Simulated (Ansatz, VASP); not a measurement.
One calculation of Cu, two programs

```
CELL_PARAMETERS angstrom
3.99843 0.00000 0.00000
-1.99921 3.46274 0.00000
0.00000 0.00000 2.40040
ATOMIC_POSITIONS crystal
Cu 0.00000 0.00000 0.00000
Cu 0.33333 0.66667 0.50000
Cu 0.66667 0.33333 0.50000
```

Alike in both runs: functional LDA; k mesh 9 × 9 × 13; occupations fermi-dirac, width 0.1 eV; no spin polarisation.

Ansatz relaxed the structure, and its values are those at the end. VASP's run is a single point on that final structure, the one shown.

|  | VASP | Ansatz |
| --- | --- | --- |
| version | VASP 6.6.1 | Ansatz 0.2.0 |
| potentials or method | VASP PAW LDA potentials, release 64 (Cu), cutoff 520 eV | plane waves (420 eV) with PAW, scalar-relativistic |
| valence electrons in the cell | 33 | 57 |

VASP gave:

| Item | Value |
| --- | --- |
| pressure (GPa) | 1.1 |

Problem. What did Ansatz give for the same quantities?

Solution. Pressure (GPa): 0.0.

Ansatz warns that its potentials were made for another functional, while VASP's fit it. LDA's correlation is that of Perdew and Zunger in VASP and of Perdew and Wang (1992) in Ansatz. VASP's potentials hold 33 valence electrons a cell and Ansatz's 57, so a difference there can come from the potentials and not from the codes.
